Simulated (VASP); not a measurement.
Wanted: the native input for a VASP 6.6.1 run.

```yaml
Task: relaxation of the atoms
Functional: revPBE
Potentials_or_basis: VASP PAW PBE potentials, release 64 (Ir)
Cutoff: 520 eV
k_mesh: 11 × 11 × 1
Occupations: gaussian, width 0.1 eV
Spin: no spin polarisation
Hubbard_terms: Ir d U = 2.0 eV
Dipole_correction: yes
Atoms_held_fixed_from_0: "[0, 1]"
Further_INCAR_settings: ALGO = Normal; EDIFF = 1e-06; IBRION = 2; EDIFFG = -0.03; NSW = 90
```

The structure of Ir lies in POSCAR:

```
Ir
1.0
    2.7182807110      0.0000000000      0.0000000000
    0.0000000000      2.7182807110      0.0000000000
    0.0000000000      0.0000000000     22.7663441717
Ir
4
Selective dynamics
Direct
    0.5000000000      0.5000000000      0.3733581438  F F F
    0.0000000000      0.0000000000      0.4577860479  F F F
    0.5000000000      0.5000000000      0.5422139521  T T T
    0.0000000000      0.0000000000      0.6266418562  T T T
```

The input as run:

INCAR

```
SYSTEM = Ir
PREC = Accurate
ENCUT = 520
EDIFF = 1E-6
ISMEAR = 0
SIGMA = 0.1
LREAL = .False.
LASPH = .True.
NELM = 150
ALGO = Normal
ISIF = 2
LWAVE = .False.
LCHARG = .False.
LMAXMIX = 4
LDAU = .True.
LDAUTYPE = 2
LDAUL = 2
LDAUU = 2
LDAUJ = 0
LDAUPRINT = 1
LDIPOL = .True.
IDIPOL = 3
DIPOL = 0.5 0.5 0.500
GGA = RE
IBRION = 2
NSW = 90
EDIFFG = -0.03
KPAR = 4
```

KPOINTS

```
Automatic mesh
0
Gamma
  11 11 1
  0 0 0
```

Potentials or basis: VASP PAW PBE potentials, release 64 (Ir).

The run is started by

```bash
$ cat potpaw_PBE.64/Ir/POTCAR > POTCAR
$ mpirun -np 4 vasp_std > vasp.out
```

It gave:

- Energy gained by relaxing: 7.5 meV/atom
- Ionic steps: 5
- Band gap on the k mesh: zero (bands 18 and 19 overlap by 1.91 eV)

Caveat: spin-orbit coupling is left out, which moves the levels of the heavy elements; U without spin polarisation on a metal has little footing; the U is typed as a test and isn't derived for this compound.

Wall time 91 s on 4 MPI ranks on AMD EPYC 7R13 Processor (Zen 3), with other jobs on the host, peak memory 0.27 GiB a rank.
